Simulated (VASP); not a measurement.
# CuSn (P6_3/mmc) in VASP: further runs

The runs below take CuSn through single point, relaxation of cell and atoms, with LDA.

All numbers are computed with VASP 6.6.1; they aren't measurements. Logs are shortened: lines on timing, memory, paths and dates and some standing lists are left out, and cuts for length are marked.

## 1. The cell of the first run

Symmetry: P6_3/mmc, No. 194, hexagonal system. The conventional cell has a = 4.074 Å, b = 4.074 Å, c = 4.920 Å, α = 90.00°, β = 90.00°, γ = 120.00°. Within 3.2 Å of Cu (site symmetry -3m) lie 2 Cu at 2.46 Å and 6 Sn at 2.65 Å. Within 3.5 Å of Sn (site symmetry -6m2) lie 6 Cu at 2.65 Å and 6 Sn at 3.40 Å.

## 2. Single point, LDA

INCAR

```
SYSTEM = CuSn
PREC = Accurate
ENCUT = 520
EDIFF = 1E-7
ISMEAR = 0
SIGMA = 0.1
LREAL = .False.
LASPH = .True.
NELM = 80
ALGO = Fast
ISIF = 2
LWAVE = .False.
LCHARG = .True.
LELF = .True.
LVHAR = .True.
NBANDS = 33
```

KPOINTS

```
regular mesh
0
Gamma
  12 12 8
  0 0 0
```

POSCAR

```
CuSn
1.0
    4.0739521382      0.0000000000      0.0000000000
   -2.0369760691      3.5281460455      0.0000000000
    0.0000000000      0.0000000000      4.9202481097
Cu Sn
2 2
Direct
    0.0000000000      0.0000000000      0.0000000000
    0.0000000000      0.0000000000      0.5000000000
    0.3333333333      0.6666666667      0.2500000000
    0.6666666667      0.3333333333      0.7500000000
```

Potentials or basis: VASP PAW LDA potentials, release 64 (Cu, Sn_d).

On the command line:

```bash
> cat potpaw_LDA.64/Cu/POTCAR potpaw_LDA.64/Sn_d/POTCAR > POTCAR
> mpirun -np 1 vasp_std > vasp.out
```

OUTCAR:

```text
SYSTEM = CuSn
   PREC = Accurate
   ENCUT = 520
   EDIFF = 1E-7
   ISMEAR = 0
   LREAL = .False.
   LASPH = .True.
   NELM = 80
   ISIF = 2

 ion  position               nearest neighbor table
   1  0.000  0.000  0.000-   2 2.46   2 2.46   4 2.65   3 2.65   4 2.65   3 2.65   4 2.65   3 2.65

   2  0.000  0.000  0.500-   1 2.46   1 2.46   4 2.65   3 2.65   4 2.65   3 2.65   4 2.65   3 2.65

   3  0.333  0.667  0.250-   1 2.65   2 2.65   1 2.65   2 2.65   1 2.65   2 2.65   4 3.40   4 3.40
                             4 3.40   4 3.40   4 3.40   4 3.40
   4  0.667  0.333  0.750-   1 2.65   2 2.65   1 2.65   2 2.65   1 2.65   2 2.65   3 3.40   3 3.40
                             3 3.40   3 3.40   3 3.40   3 3.40

  LATTYP: Found a hexagonal cell.
 ALAT       =     4.0739521382
 C/A-ratio  =     1.2077334104

  Lattice vectors:

 A1 = (   4.0739521382,   0.0000000000,   0.0000000000)
 A2 = (  -2.0369760691,   3.5281460455,   0.0000000000)
 A3 = (   0.0000000000,   0.0000000000,   4.9202481097)

Analysis of symmetry for initial positions (statically):
=====================================================================
 Subroutine PRICEL returns:
 Original cell was already a primitive cell.

 Routine SETGRP: Setting up the symmetry group for a
 hexagonal supercell.

 Subroutine GETGRP returns: Found 24 space group operations
 (whereof 12 operations were pure point group operations)
 out of a pool of 24 trial point group operations.

The static configuration has the point symmetry D_3d.
 The point group associated with its full space group is D_6h.

Analysis of symmetry for dynamics (positions and initial velocities):
=====================================================================
 Subroutine PRICEL returns:
 Original cell was already a primitive cell.

 Routine SETGRP: Setting up the symmetry group for a
 hexagonal supercell.

 Subroutine GETGRP returns: Found 24 space group operations
 (whereof 12 operations were pure point group operations)
 out of a pool of 24 trial point group operations.

The dynamic configuration has the point symmetry D_3d.
 The point group associated with its full space group is D_6h.

 Subroutine INISYM returns: Found 24 space group operations
 (whereof 12 operations are pure point group operations),
 and found     1 'primitive' translations

----------------------------------------------------------------------------------------

                                     Primitive cell

  volume of cell :      70.7212

  direct lattice vectors                    reciprocal lattice vectors
     4.073952138  0.000000000  0.000000000     0.245461892  0.141717489  0.000000000
    -2.036976069  3.528146046  0.000000000     0.000000000  0.283434979  0.000000000
     0.000000000  0.000000000  4.920248110     0.000000000  0.000000000  0.203241783

  length of vectors
     4.073952138  4.073952138  4.920248110     0.283434979  0.283434979  0.203241783

  position of ions in fractional coordinates (direct lattice)
     0.000000000  0.000000000  0.000000000
     0.000000000  0.000000000  0.500000000
     0.333333333  0.666666667  0.250000000
     0.666666667  0.333333333  0.750000000

  ion indices of the primitive-cell ions
   primitive index   ion index
                 1           1
                 2           2
                 3           3
                 4           4

----------------------------------------------------------------------------------------

 KPOINTS: regular mesh

Automatic generation of k-mesh.
 Grid dimensions read from file:
 generate k-points for:   12   12    8

 Generating k-lattice:

  Cartesian coordinates                     Fractional coordinates (reciprocal lattice)
     0.020455158  0.011809791  0.000000000     0.083333333  0.000000000  0.000000000
     0.000000000  0.023619582  0.000000000     0.000000000  0.083333333  0.000000000
     0.000000000  0.000000000  0.025405223     0.000000000  0.000000000  0.125000000

  Length of vectors
     0.023619582  0.023619582  0.025405223

  Shift w.r.t. Gamma in fractional coordinates (k-lattice)
     0.000000000  0.000000000  0.000000000

 Subroutine IBZKPT returns following result:
 ===========================================

 Found     95 irreducible k-points:

 Following reciprocal coordinates:
            Coordinates               Weight
  0.000000  0.000000  0.000000      1.000000
  0.083333 -0.000000  0.000000      6.000000
  0.166667 -0.000000  0.000000      6.000000
  0.250000 -0.000000  0.000000      6.000000
  0.333333  0.000000  0.000000      6.000000
  0.416667 -0.000000  0.000000      6.000000
[... 16 lines left out ...]
  0.250000 -0.000000  0.125000     12.000000
  0.333333  0.000000  0.125000     12.000000
 [... further k-points ...]
   k-points           NKPTS =     95   k-points in BZ     NKDIM =     95   number of bands    NBANDS=     33
   number of dos      NEDOS =    301   number of ions     NIONS =      4
   total plane-waves  NPLWV =  36000
   dimension x,y,z NGX =    30 NGY =   30 NGZ =   40
   dimension x,y,z NGXF=    60 NGYF=   60 NGZF=   80
   ions per type =               2   2
   NGX,Y,Z   is equivalent  to a cutoff of  12.24, 12.24, 13.52 a.u.
   NGXF,Y,Z  is equivalent  to a cutoff of  24.48, 24.48, 27.03 a.u.
 SYSTEM =  CuSn
   PREC   = accura    normal or accurate (medium, high low for compatibility)
   ISTART =      0    job   : 0-new  1-cont  2-samecut
   ICHARG =      2    charge: 1-file 2-atom 10-const
   ISPIN  =      1    spin polarized calculation?
   LNONCOLLINEAR =      F non collinear calculations
   LSORBIT =      F    spin-orbit coupling
   LASPH  =      T    aspherical Exc in radial PAW
   ENCUT  =  520.0 eV  38.22 Ry    6.18 a.u.   7.57  7.57  9.15*2*pi/ulx,y,z
   NELM   =     80;   NELMIN=  2; NELMDL= -5     # of ELM steps
   EDIFF  = 0.1E-06   stopping-criterion for ELM
   LREAL  =      F    real-space projection
   EDIFFG = 0.1E-05   stopping-criterion for IOM
   NSW    =      0    number of steps for IOM
   IBRION =     -1    ionic relax: 0-MD 1-quasi-New 2-CG
   NFREE  =      0    steps in history (QN), initial steepest desc. (CG)
   ISIF   =      2    stress and relaxation
   ISYM   =      2    0-nonsym 1-usesym 2-fastsym
   POTIM  = 0.5000    time-step for ionic-motion
   TEBEG  =    0.0;   TEEND  =   0.0 temperature during run
   PSTRESS=    0.0 pullay stress
   NELECT =      50.0000    total number of electrons
   NUPDOWN=      -1.0000    fix difference up-down
   EMIN   =  10.00;   EMAX   =-10.00  energy-range for DOS
   EFERMI =   0.00;   METHOD = LEGACY
   ISMEAR =     0;   SIGMA  =   0.10  broadening in eV -4-tet -1-fermi 0-gaus
   EFERMI_NEDOS =   21; number of points for ismear=-14 and -15
   IALGO  =     68    algorithm
   IMIX   =      4    mixing-type and parameters
     AMIX     =   0.40;   BMIX     =  1.00
     AMIX_MAG =   1.60;   BMIX_MAG =  1.00
  volume/ion in A,a.u.               =      17.68       119.31
  Fermi-wavevector in a.u.,A,eV,Ry     =   1.458417  2.756008 28.939316  2.126980
  Thomas-Fermi vector in A             =   2.575104
   LORBIT       =      0    0 simple, 1 ext, 2 COOP (PROOUT), +10 PAW based schemes
   GGA     = CA    functional components
   LHFCALC =     F    Hartree Fock is set to
   AEXX    =    0.0000 exact exchange contribution
   IVDW    =     0    specifies the selected vdW correction
   LEPSILON=     F    determine dielectric tensor
   LRPA    =     F    only Hartree local field effects (RPA)
 non-spin polarized calculation
 RMM-DIIS sequential band-by-band and
 Gauss-broadening in eV      SIGMA  =   0.10
  energy-cutoff  :      520.00
  volume of cell :       70.72
 maximum number of plane-waves:      1928
   NGX = 15   NGY = 15   NGZ = 19

 number of electron      50.0000014 magnetization

 Free energy of the ion-electron system (eV)
  ---------------------------------------------------
  ext. energy  EPLUGINS =         0.00000000
  ---------------------------------------------------
  free energy    TOTEN  =       -18.62434706 eV

  energy without entropy =      -18.61763996  energy(sigma->0) =      -18.62099351

 E-fermi :   8.9289     XC(G=0): -11.8249

 val. band max:        8.9266474644   @ k =   0.2500  -0.0000   0.2500
 cond. band min:       8.9367751251   @ k =   0.1667   0.1667   0.2500
 fundamental gap:      0.0101276607
 Fermi energy:         8.9289481203

 k-point     1 :       0.0000    0.0000    0.0000
  band No.  band energies     occupation
      1     -12.5277      2.00000
      2     -12.5277      2.00000
      3     -12.4907      2.00000
      4     -12.4476      2.00000
      5     -12.4476      2.00000
      6     -12.4406      2.00000
[... 25 lines left out ...]
     32      16.4380      0.00000
     33      16.6615      0.00000

 k-point     2 :       0.0833   -0.0000    0.0000
  band No.  band energies     occupation
      1     -12.5292      2.00000
      2     -12.5266      2.00000
      3     -12.4907      2.00000
      4     -12.4530      2.00000
      5     -12.4471      2.00000
      6     -12.4374      2.00000
[... 25 lines left out ...]
     32      16.1342      0.00000
     33      16.3980      0.00000

 k-point     3 :       0.1667   -0.0000    0.0000
  band No.  band energies     occupation
      1     -12.5331      2.00000
      2     -12.5240      2.00000
      3     -12.4918      2.00000
      4     -12.4604      2.00000
      5     -12.4443      2.00000
      6     -12.4311      2.00000
[... 25 lines left out ...]
     32      15.9681      0.00000
     33      16.5245      0.00000

 k-point     4 :       0.2500   -0.0000    0.0000
  band No.  band energies     occupation
      1     -12.5383      2.00000
      2     -12.5219      2.00000
      3     -12.4965      2.00000
      4     -12.4622      2.00000
      5     -12.4395      2.00000
      6     -12.4237      2.00000
[... 673 lines left out ...]
     32      15.3975      0.00000
     33      16.3847      0.00000

 k-point    23 :       0.2500   -0.0000    0.1250
  band No.  band energies     occupation
      1     -12.5353      2.00000
      2     -12.5231      2.00000
      3     -12.4921      2.00000
      4     -12.4621      2.00000
      5     -12.4404      2.00000
      6     -12.4303      2.00000
[... 25 lines left out ...]
     32      15.7570      0.00000
     33      17.1953      0.00000

 k-point    24 :       0.3333    0.0000    0.1250
  band No.  band energies     occupation
      1     -12.5389      2.00000
      2     -12.5230      2.00000
      3     -12.4980      2.00000
      4     -12.4601      2.00000
      5     -12.4354      2.00000
      6     -12.4229      2.00000
[... 25 lines left out ...]
     32      16.4918      0.00000
     33      17.6874      0.00000

 [... further k-points ...]
[... 5 lines left out ...]
  --------------------------------------------------------------------------------------
  -------------------------------------------------------------------------------------
  Total        0.1106652      0.1106652      0.1577920      0.0000000      0.0000000      0.0000000
  in kB        2.5071034      2.5071034      3.5747541      0.0000000      0.0000000      0.0000000
  external PRESSURE =       2.8629870 kB  Pullay stress =       0.0000000 kB

 VOLUME and BASIS-vectors are now :
 -----------------------------------------------------------------------------
  energy-cutoff  :      520.00
  volume of cell :       70.72
      direct lattice vectors                 reciprocal lattice vectors
     4.073952138  0.000000000  0.000000000     0.245461892  0.141717489  0.000000000
    -2.036976069  3.528146046  0.000000000     0.000000000  0.283434979  0.000000000
     0.000000000  0.000000000  4.920248110     0.000000000  0.000000000  0.203241783

 POSITION                                       TOTAL-FORCE (eV/Angst)
 -----------------------------------------------------------------------------------
      0.00000      0.00000      0.00000        -0.000000      0.000000     -0.000000
      0.00000      0.00000      2.46012        -0.000000      0.000000     -0.000000
     -0.00000      2.35210      1.23006         0.000000     -0.000000      0.000000
      2.03698      1.17605      3.69019        -0.000000      0.000000     -0.000000
 -----------------------------------------------------------------------------------
    total drift:                               -0.000000      0.000000     -0.000000

  FREE ENERGIE OF THE ION-ELECTRON SYSTEM (eV)
  ---------------------------------------------------
  free  energy   TOTEN  =       -18.6243470628 eV

  energy  without entropy=      -18.6176399600  energy(sigma->0) =      -18.62099351
```

Run time: 3.4 min. Hardware: 1 thread of AMD EPYC 9R45 (Zen 5), shared host; peak memory 0.27 GiB.

Results:

* Free energy: -18.6243 eV
* Pressure: 0.3 GPa
* Band gap on the k mesh: zero (bands 25 and 26 overlap by 4.86 eV)

Stress tensor (GPa, compression positive):
```
0.25 0.00 0.00
0.00 0.25 0.00
0.00 0.00 0.36
```

Levels at points of the mesh, in eV from the Fermi level:
| k point | band 23 | band 24 | band 25 | band 26 | band 27 | band 28 |
| --- | --- | --- | --- | --- | --- | --- |
| (0.00, 0.00, 0.00) | -1.44 | 1.07 | 1.07 | 2.31 | 2.31 | 3.50 |
| (0.50, 0.00, 0.00) | -2.29 | -1.87 | -1.77 | -1.01 | 0.94 | 3.14 |
| (0.00, 0.00, 0.50) | 2.03 | 2.03 | 2.28 | 2.28 | 2.28 | 2.28 |
| (0.50, 0.00, 0.50) | -3.27 | -3.27 | 0.22 | 0.22 | 1.74 | 1.74 |

Caveat: spin-orbit coupling is left out, which moves the levels of the heavy elements.

[end of part 1 of 2]
